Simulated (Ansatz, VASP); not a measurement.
# SiNi3 in VASP and in Ansatz

INCAR

```
ALGO = Fast
EDIFF = 1E-6
ENCUT = 520
GGA = PS
ISIF = 2
ISMEAR = -1
ISPIN = 2
LASPH = T
LCHARG = T
LELF = T
LMAXMIX = 4
LORBIT = 11
LREAL = F
LVHAR = T
LWAVE = F
MAGMOM = 1 1 1 0
NBANDS = 29
NELM = 150
PREC = Accurate
SIGMA = 0.05
```

File KPOINTS:

```
k-points
0
Gamma
  8 8 8
```

The input POSCAR:

```
SiNi3
1.0
    3.5886106083      0.0000000000      0.0000000000
    0.0000000000      3.5886106083      0.0000000000
    0.0000000000      0.0000000000      3.5886106083
Ni Si
3 1
Direct
    0.5000000000      0.5000000000      0.0000000000
    0.5000000000      0.0000000000      0.5000000000
    0.0000000000      0.5000000000      0.5000000000
    0.0000000000      0.0000000000      0.0000000000
```

File input.yaml:

```yaml
crystal:
  lattice:
    - [3.5886106083, 0.0, 0.0]
    - [0.0, 3.5886106083, 0.0]
    - [0.0, 0.0, 3.5886106083]
  atoms:
    - { symbol: Ni, position: [0.5, 0.5, 0.0], spin: 1.0 }
    - { symbol: Ni, position: [0.5, 0.0, 0.5], spin: 1.0 }
    - { symbol: Ni, position: [0.0, 0.5, 0.5], spin: 1.0 }
    - { symbol: Si, position: [0.0, 0.0, 0.0] }
hamiltonian:
  xc: pbesol
  pseudopotentials: { kind: paw }
magnetization:
  spin_polarized: true
kpoints:
  mp_grid: { grid: [8, 8, 8] }
scf:
  occupations: { method: fermi_dirac, width: 0.05 }
output:
  forces: true
  stress: true
  eigenvalues: true
  write_density: true
  write_potential: true
  elf: true
  volumetric_format: npy
```

Alike in both runs: task single point; functional PBEsol; k mesh 8 × 8 × 8; occupations fermi-dirac, width 0.05 eV; collinear spin.

|  | VASP | Ansatz |
| --- | --- | --- |
| version | VASP 6.6.1 | Ansatz 0.2.0 |
| potentials or method | VASP PAW PBE potentials, release 64 (Ni, Si) | Ansatz PAW |
| plane-wave cutoff (eV) | 520 | 420 |
| valence electrons in the cell | 34 | 58 |

Ansatz gave:

* gap on the k mesh at the Fermi level (eV): none
* pressure (GPa): -20.2
* net moment per atom (μB): 0.00

Question: Which values does VASP return?

Answer: gap on the k mesh at the Fermi level (eV): none; pressure (GPa): -20.0; net moment per atom (μB): 0.00.

VASP's potentials were made for PBE, not for PBEsol. A gap of «none» marks a metal or a gap that the smearing closes. VASP's potentials hold 34 valence electrons a cell and Ansatz's 58, so a difference there can come from the potentials and not from the codes.
